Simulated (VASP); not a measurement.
GeN, 4 atoms in the cell. It takes space group Fd-3m (No. 227, cubic). Conventional cell: a = 5.828 Å, b = 5.828 Å, c = 5.828 Å, α = 90.00°, β = 90.00°, γ = 90.00°. Ge (site symmetry -43m) has 10 N at 2.52 to 2.91 Å and 4 Ge at 2.52 Å within 3.3 Å. N (site symmetry -43m) has 4 N at 2.52 Å and 10 Ge at 2.52 to 2.91 Å within 3.3 Å. 

* Program: VASP 6.6.1
* Task: single point
* Functional: PBE
* Potentials or basis: VASP PAW PBE potentials, release 64 (Ge_d, N)
* Cutoff: 520 eV
* k mesh: 14 × 14 × 14
* Occupations: gaussian, width 0.1 eV
* Spin: no spin polarisation
* Dipole correction: no
* Further INCAR settings: ALGO = Normal; EDIFF = 1e-07; NBANDS = 27

Potentials or basis: VASP PAW PBE potentials, release 64 (Ge_d, N).

Command:

```sh
$ cat potpaw_PBE.64/Ge_d/POTCAR potpaw_PBE.64/N/POTCAR > POTCAR
$ mpirun -np 1 vasp_std > vasp.out
```

Hardware: 1 thread of Intel(R) Xeon(R) 6975P-C (Granite Rapids) (shared host).

Q: Estimate the wall time of this run.

A: Run time: 49 s on 1 thread of Intel(R) Xeon(R) 6975P-C (Granite Rapids), on a shared host, peak memory 0.25 GiB. Counts: scf iterations 14, k points 104.
